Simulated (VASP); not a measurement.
A run of VASP 6.6.1:

File INCAR:

```
PREC     = Accurate       # precision mode
ENCUT    = 520            # plane-wave cutoff, eV
EDIFF    = 1E-7           # SCF threshold, eV
ISMEAR   = 0              # smearing method
SIGMA    = 0.01           # smearing width, eV
LREAL    = Auto         
LASPH    = T              # aspherical terms in the spheres
NELM     = 60             # most SCF steps
ALGO     = Normal         # electronic algorithm
ISIF     = 2              # what is computed and relaxed
LWAVE    = F              # write WAVECAR
LCHARG   = F              # write CHGCAR
GGA      = PE             # functional
IBRION   = 2              # ionic algorithm
NSW      = 80             # ionic steps
EDIFFG   = -0.005         # ionic threshold
```

KPOINTS

```
regular mesh
0
Gamma
  1 1 1
```

Contents of POSCAR:

```
MgH2
1.0
    9.1236000000      0.0000000000      0.0000000000
    0.0000000000      9.1236000000      0.0000000000
    0.0000000000      0.0000000000      9.0615000000
Mg H
24 48
Direct
    0.0000000000      0.0000000000      0.0000000000
    0.0000000000      0.0000000000      0.3333333300
    0.0000000000      0.0000000000      0.6666666700
    0.0000000000      0.5000000000      0.0000000000
    0.0000000000      0.5000000000      0.3333333300
    0.0000000000      0.5000000000      0.6666666700
    0.5000000000      0.0000000000      0.0000000000
    0.5000000000      0.0000000000      0.3333333300
    0.5000000000      0.0000000000      0.6666666700
    0.5000000000      0.5000000000      0.0000000000
    0.5000000000      0.5000000000      0.3333333300
    0.5000000000      0.5000000000      0.6666666700
    0.2500000000      0.2500000000      0.1666666700
    0.2500000000      0.2500000000      0.5000000000
    0.2500000000      0.2500000000      0.8333333300
    0.2500000000      0.7500000000      0.1666666700
    0.2500000000      0.7500000000      0.5000000000
    0.2500000000      0.7500000000      0.8333333300
    0.7500000000      0.2500000000      0.1666666700
    0.7500000000      0.2500000000      0.5000000000
    0.7500000000      0.2500000000      0.8333333300
    0.7500000000      0.7500000000      0.1666666700
    0.7500000000      0.7500000000      0.5000000000
    0.7500000000      0.7500000000      0.8333333300
    0.1525500000      0.1525500000      0.0000000000
    0.1525500000      0.1525500000      0.3333333300
    0.1525500000      0.1525500000      0.6666666700
    0.1525500000      0.6525500000      0.0000000000
    0.1525500000      0.6525500000      0.3333333300
    0.1525500000      0.6525500000      0.6666666700
    0.6525500000      0.1525500000      0.0000000000
    0.6525500000      0.1525500000      0.3333333300
    0.6525500000      0.1525500000      0.6666666700
    0.6525500000      0.6525500000      0.0000000000
    0.6525500000      0.6525500000      0.3333333300
    0.6525500000      0.6525500000      0.6666666700
    0.0974500000      0.4025500000      0.1666666700
    0.0974500000      0.4025500000      0.5000000000
    0.0974500000      0.4025500000      0.8333333300
    0.0974500000      0.9025500000      0.1666666700
    0.0974500000      0.9025500000      0.5000000000
    0.0974500000      0.9025500000      0.8333333300
    0.5974500000      0.4025500000      0.1666666700
    0.5974500000      0.4025500000      0.5000000000
    0.5974500000      0.4025500000      0.8333333300
    0.5974500000      0.9025500000      0.1666666700
    0.5974500000      0.9025500000      0.5000000000
    0.5974500000      0.9025500000      0.8333333300
    0.3474500000      0.3474500000      0.0000000000
    0.3474500000      0.3474500000      0.3333333300
    0.3474500000      0.3474500000      0.6666666700
    0.3474500000      0.8474500000      0.0000000000
    0.3474500000      0.8474500000      0.3333333300
    0.3474500000      0.8474500000      0.6666666700
    0.8474500000      0.3474500000      0.0000000000
    0.8474500000      0.3474500000      0.3333333300
    0.8474500000      0.3474500000      0.6666666700
    0.8474500000      0.8474500000      0.0000000000
    0.8474500000      0.8474500000      0.3333333300
    0.8474500000      0.8474500000      0.6666666700
    0.4025500000      0.0974500000      0.1666666700
    0.4025500000      0.0974500000      0.5000000000
    0.4025500000      0.0974500000      0.8333333300
    0.4025500000      0.5974500000      0.1666666700
    0.4025500000      0.5974500000      0.5000000000
    0.4025500000      0.5974500000      0.8333333300
    0.9025500000      0.0974500000      0.1666666700
    0.9025500000      0.0974500000      0.5000000000
    0.9025500000      0.0974500000      0.8333333300
    0.9025500000      0.5974500000      0.1666666700
    0.9025500000      0.5974500000      0.5000000000
    0.9025500000      0.5974500000      0.8333333300
```

Potentials or basis: VASP PAW PBE potentials, release 64 (Mg, H).

Command:

```console
$ cat potpaw_PBE.64/Mg/POTCAR potpaw_PBE.64/H/POTCAR > POTCAR
$ mpirun -np 1 vasp_gam > vasp.out
```

Hardware: 1 thread of Intel(R) Xeon(R) Platinum 8375C CPU @ 2.90GHz (Ice Lake), with other jobs on the host.

Estimate the wall time of this run.

Run time: 3.9 min on 1 thread of Intel(R) Xeon(R) Platinum 8375C CPU @ 2.90GHz (Ice Lake), with other jobs on the host, peak memory 0.69 GiB. Counts: scf iterations 23, k points 1, ion steps 3.
